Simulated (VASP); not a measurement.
The system is ZrB.

```
Zr B
1.0
     2.80000    0.00000    0.00000
     0.00000    2.80000    0.00000
     0.00000    0.00000    3.78000
Zr B
1 1
Direct
  0.00000 0.00000 0.00000
  0.50000 0.50000 0.50000
```

* Program: VASP 6.6.1
* Task: relaxation of cell and atoms
* Functional: PBE
* Potentials or basis: VASP PAW PBE potentials, release 64 (Zr_sv, B)
* Cutoff: 600 eV
* k mesh: 17 × 17 × 12
* Occupations: fermi-dirac, width 0.05 eV
* Spin: no spin polarisation

At the start: pressure -9.2 GPa; volume 14.82 Å³/atom.

Question: Where does the relaxation end?

Answer: Over 7 steps the energy falls by 161.4 meV/atom and the volume is 13.74 Å³/atom (-7.3 %); space group P4/mmm (No. 123, to 0.05 Å).

Step by step:
| step | energy change (eV) | largest force (eV/Å) | pressure (GPa) | volume (Å³) |
| --- | --- | --- | --- | --- |
| 1 | 0.0000 | 0.0000 | -9.22 | 29.64 |
| 2 | -0.2795 | 0.0000 | 9.61 | 25.98 |
| 3 | -0.2955 | 0.0000 | 5.38 | 26.57 |
| 4 | -0.3183 | 0.0000 | -1.73 | 27.79 |
| 5 | -0.3227 | 0.0000 | 0.18 | 27.43 |
| 6 | -0.3227 | 0.0000 | 0.12 | 27.45 |
| 7 | -0.3228 | 0.0000 | -0.14 | 27.48 |

Final structure:
```xyz
2
Lattice="2.8622 0.0000 0.0000 0.0000 2.8622 0.0000 0.0000 0.0000 3.3548" Properties=species:S:1:pos:R:3 pbc="T T T"
Zr    0.0000    0.0000    0.0000
B     1.4311    1.4311    1.6774
```
